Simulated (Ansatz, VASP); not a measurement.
**WS2 in VASP and in Ansatz**

The input INCAR:

```
SYSTEM = WS2
PREC = Accurate
ENCUT = 520
EDIFF = 1E-6
ISMEAR = 0
SIGMA = 0.05
LREAL = .False.
LASPH = .True.
NELM = 100
ALGO = Normal
ISIF = 2
LWAVE = .False.
LCHARG = .False.
NBANDS = 20
```

Contents of KPOINTS:

```
Automatic mesh
0
Gamma
  12 12 2
  0 0 0
```

The input POSCAR:

```
WS2
1.0
    3.3108570094      0.0000000000      0.0000000000
   -1.6554285047      2.8672862784      0.0000000000
    0.0000000000      0.0000000000     16.2725547744
W S
1 2
Direct
    0.3333333333      0.6666666667      0.0000000000
    0.6666666667      0.3333333333      0.9079994900
    0.6666666667      0.3333333333      0.0920005100
```

Input for Ansatz:

```yaml
crystal:
  lattice:
    - [3.3108570094, 0.0, 0.0]
    - [-1.6554285047, 2.8672862784, 0.0]
    - [0.0, 0.0, 16.2725547744]
  atoms:
    - { symbol: W, position: [0.3333333333, 0.6666666667, 0.0] }
    - { symbol: S, position: [0.6666666667, 0.3333333333, 0.90799949] }
    - { symbol: S, position: [0.6666666667, 0.3333333333, 0.09200051] }
basis:
  ecutwfc: 420
kpoints:
  mp_grid: { grid: [12, 12, 2] }
hamiltonian:
  xc: lda
scf:
  occupations: { method: gaussian, width: 0.05 }
output:
  forces: true
  stress: true
  eigenvalues: true
  write_density: true
  write_potential: true
  elf: true
  volumetric_format: npy
```

Change from the starting cell: strain +0.040 along x and y, -0.040 along z, atoms carried along.

Alike in both runs: task single point; functional LDA; k mesh 12 × 12 × 2; occupations gaussian, width 0.05 eV; no spin polarisation.

```csv
,VASP,Ansatz
version,VASP 6.6.1,Ansatz 0.2.0
potentials or method,"VASP PAW LDA potentials, release 64 (W_sv, S), cutoff 520 eV","scalar-relativistic, plane waves, PAW"
valence electrons in the cell,26,26
```

VASP gave:

| Quantity | Value |
| --- | --- |
| gap on the k mesh at the Fermi level (eV) | 0.70 |
| least direct gap on the mesh (eV) | 1.30 |
| rms of the force components (eV/Å) | 0.021 |

Estimate Ansatz's values.

gap on the k mesh at the Fermi level (eV): 0.68; least direct gap on the mesh (eV): 1.29; rms of the force components (eV/Å): 0.001.

LDA's correlation is that of Perdew and Zunger in VASP and of Perdew and Wang (1992) in Ansatz. Atom by atom the forces differ by 0.019 eV/Å (rms over components). Ansatz's warnings: xc potential rough in thin density.

Spin-orbit coupling is off throughout.
